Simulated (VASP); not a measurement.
Input of a VASP 6.6.1 run:

INCAR

```
PREC = Accurate ; ENCUT = 520
EDIFF = 1E-7 ; ISMEAR = 0
SIGMA = 0.1 ; LREAL = F
LASPH = T ; NELM = 80
ALGO = Normal ; ISIF = 2
LWAVE = F ; LCHARG = T
GGA = PE ; LELF = T
LVHAR = T ; NBANDS = 34
```

KPOINTS

```
regular mesh
0
Gamma
  6 6 6
```

File POSCAR:

```
S
1.0
    0.0000000000      4.2212635887     -2.9846471904
    3.6557215040     -2.1106317944     -2.9846471903
   -3.6557215040     -2.1106317944     -2.9846471903
S
8
Direct
    0.2500000000      0.2500000000      0.2500000000
    0.7500000000      0.2500000000      0.2500000000
    0.2500000000      0.7500000000      0.2500000000
    0.7500000000      0.7500000000      0.2500000000
    0.2500000000      0.2500000000      0.7500000000
    0.7500000000      0.2500000000      0.7500000000
    0.2500000000      0.7500000000      0.7500000000
    0.7500000000      0.7500000000      0.7500000000
```

Potentials or basis: VASP PAW PBE potentials, release 64 (S).

Run with:

```sh
$ cat potpaw_PBE.64/S/POTCAR > POTCAR
$ mpirun -np 1 vasp_std > vasp.out
```

Question: What does it give for the pressure?

Answer: -0.1 GPa.

Question: Estimate the band gap on the k mesh.

Answer: Zero (band 24 reaches 9.62 eV, above the bottom of band 25 at 5.14 eV).
